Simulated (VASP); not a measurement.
Input of a VASP 6.6.1 run:

File INCAR:

```
  PREC = Accurate
  ENCUT = 910
  EDIFF = 1E-6
  ISMEAR = 0
  SIGMA = 0.01
  LREAL = False
  LASPH = True
  NELM = 120
  ALGO = Normal
  ISIF = 2
  LWAVE = False
  LCHARG = False
  GGA = PS
  NBANDS = 28
  GGA_COMPAT = False
```

The input KPOINTS:

```
regular mesh
0
Gamma
  6 6 6
```

Contents of POSCAR:

```
BaTiO3
1.0
    2.8273666100      1.6323808700      2.3183934900
   -2.8273666100      1.6323808700      2.3183934900
    0.0000000000     -3.2647617400      2.3183934900
Ba Ti O
1 1 3
Direct
    0.0000000000      0.0000000000      0.0000000000
    0.4845000000      0.4845000000      0.4845000000
    0.5086000000      0.5086000000      0.0175000000
    0.0175000000      0.5086000000      0.5086000000
    0.5086000000      0.0175000000      0.5086000000
```

Potentials or basis: VASP PAW PBE potentials, release 64 (Ba_sv, Ti_sv, O_h).

Run with:

```bash
$ cat potpaw_PBE.64/Ba_sv/POTCAR potpaw_PBE.64/Ti_sv/POTCAR potpaw_PBE.64/O_h/POTCAR > POTCAR
$ mpirun -np 1 vasp_std > vasp.out
```

Task: What does it give for the pressure?

Result: 0.2 GPa.

Task: Estimate the largest force.

Result: 0.123 eV/Å.

Task: Estimate the band gap on the k mesh.

Result: 2.34 eV, indirect (least direct gap 2.74 eV).

Stress tensor (GPa, compression positive):
```
0.24 0.00 0.00
0.00 0.24 0.00
0.00 0.00 0.11
```

Caveat: the cutoff is under 1.25 times the usual one of these potentials, so pressure, stress and relaxed cells hold a basis-set (Pulay) error; the PAW data sets were made with another functional, which shifts forces and pressure a little; spin-orbit coupling is left out, which moves the levels of the heavy elements. A k mesh can miss the band edges.
